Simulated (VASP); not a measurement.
Runs of VASP 6.6.1 on AgI. The structure is that of space group F-43m (No. 216), or close to it. The cells are those of the table. 

| task | cell | gap on the mesh (eV) | pressure (GPa) |
| --- | --- | --- | --- |
| single point | a = 4.574 Å, angles 60.0, 60.0, 90.0°, 2 atoms | 1.09 | -2.0 |
| single point | a = 4.373 Å, angles 60.0, 60.0, 90.0°, 2 atoms | 1.10 | (a) |
| single point | a = 4.489 Å, angles 60.0, 60.0, 90.0°, 2 atoms | 1.09 | (c) |
| single point | a = 4.310 Å, angles 60.0, 60.0, 90.0°, 2 atoms | 1.12 | (b) |
| single point | a = 4.425 Å, angles 60.0, 60.0, 90.0°, 2 atoms | 1.10 | 2.0 |
| single point | a = 4.188 Å, angles 60.0, 60.0, 90.0°, 2 atoms | 1.14 | 15.0 |
| relaxation of cell and atoms | relaxed to -2 GPa from a = 4.489 Å, angles 60.0, 60.0, 90.0°, 2 atoms | 1.09 | -2.0 |
| single point | a = 4.258 Å, angles 60.0, 60.0, 90.0°, 2 atoms | 1.13 | 10.0 |

Alike in all rows: level LDA; potentials or basis VASP PAW LDA potentials, release 64 (Ag, I); no spin polarisation; k mesh 6 × 6 × 6; cutoff (eV) 500; smearing gaussian 0.01 eV.

Task: Estimate the missing entries.

Result: (a) 4.0; (b) 7.0; (c) 0.0.

Caveats: spin-orbit coupling is left out, which moves the levels of the heavy elements; the cell is relaxed towards a set pressure, so the enthalpy falls and the energy may rise (some runs).

A k mesh can miss the band edges, and the runs leave out spin-orbit coupling on Ag, I.
